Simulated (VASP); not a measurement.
## GdO: single point with PBE

Crystal: GdO.

```
Gd O
1.0
     0.00000    2.65603    2.65603
     2.65603    0.00000    2.65603
     2.65603    2.65603    0.00000
Gd O
1 1
Direct
  0.00000 0.00000 0.00000
  0.25000 0.25000 0.25000
```

This cell differs from its parent crystal: volume scaled by 0.960.

```json
{"Program": "VASP 6.6.1", "Task": "single point", "Functional": "PBE", "Potentials or basis": "VASP PAW PBE potentials, release 64 (Gd, O)", "Cutoff": "520 eV", "k mesh": "12 × 12 × 12", "Occupations": "gaussian, width 0.05 eV", "Spin": "non-collinear spin, typed start, spin-orbit coupling", "Starting moments": "[[0.0, 0.0, 7.35], [0.0, 0.0, 0.0]] μB", "Dipole correction": "no", "Further INCAR settings": "ALGO = Normal; EDIFF = 1e-07; NBANDS = 36"}
```

```yaml
Pressure: 4.5 GPa
Net_moment: 7.52 μB per cell
Valence_electrons_inside_the_program's_atomic_spheres: Gd 15.27; O 5.02
```

Moments on the atoms (μB; x, y, z):
```
Gd   0.00  0.00  6.83
O    0.00  0.00 -0.02
```

Run time: 30 min on 1 thread of Intel(R) Xeon(R) 6975P-C (Granite Rapids) (shared host), peak memory 0.95 GiB.

Caveat: a cell with one magnetic atom can't hold antiferromagnetic order, which such compounds often take. The state reached can hang on the start; a lower one may exist.
